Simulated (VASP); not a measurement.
Input of a VASP 6.6.1 run:

The input INCAR:

```
PREC = Accurate
ENCUT = 520
EDIFF = 1E-8
ISMEAR = -1
SIGMA = 0.02
LREAL = False
LASPH = True
NELM = 100
ALGO = Normal
ISIF = 2
LWAVE = False
LCHARG = False
LEFG = True
NBANDS = 16
```

KPOINTS

```
regular mesh
0
Gamma
  14 14 4
```

The input POSCAR:

```
BN
1.0
    2.5016395345      0.0000000000      0.0000000000
   -1.2508197673      2.1664833880      0.0000000000
    0.0000000000      0.0000000000      7.3693201700
B N
2 2
Direct
    0.6666666667      0.3333333333      0.7500000000
    0.3333333333      0.6666666667      0.2500000000
    0.0000000000      0.0000000000      0.7500000000
    0.0000000000      0.0000000000      0.2500000000
```

Potentials or basis: VASP PAW LDA potentials, release 64 (B, N).

Launch:

```bash
$ cat potpaw_LDA.64/B/POTCAR potpaw_LDA.64/N/POTCAR > POTCAR
$ mpirun -np 1 vasp_std > vasp.out
```

Q: What does it give for the band gap on the k mesh?

A: 3.70 eV, indirect (least direct gap 4.13 eV).

Q: What does it give for the pressure?

A: -3.4 GPa.

Electric field gradients, principal values (V/Å²):
| atom | least | middle | greatest (by size) |
| --- | --- | --- | --- |
| 1 B | -17.404 | -17.404 | 34.808 |
| 2 B | -17.404 | -17.404 | 34.808 |
| 3 N | -3.683 | -3.683 | 7.366 |
| 4 N | -3.683 | -3.683 | 7.366 |

Caveat: without QUAD_EFG the Cq values of the log hold for a quadrupole moment of 1 mb, not for the nuclei. LDA gaps usually lie below the measured ones, often by a third to a half.
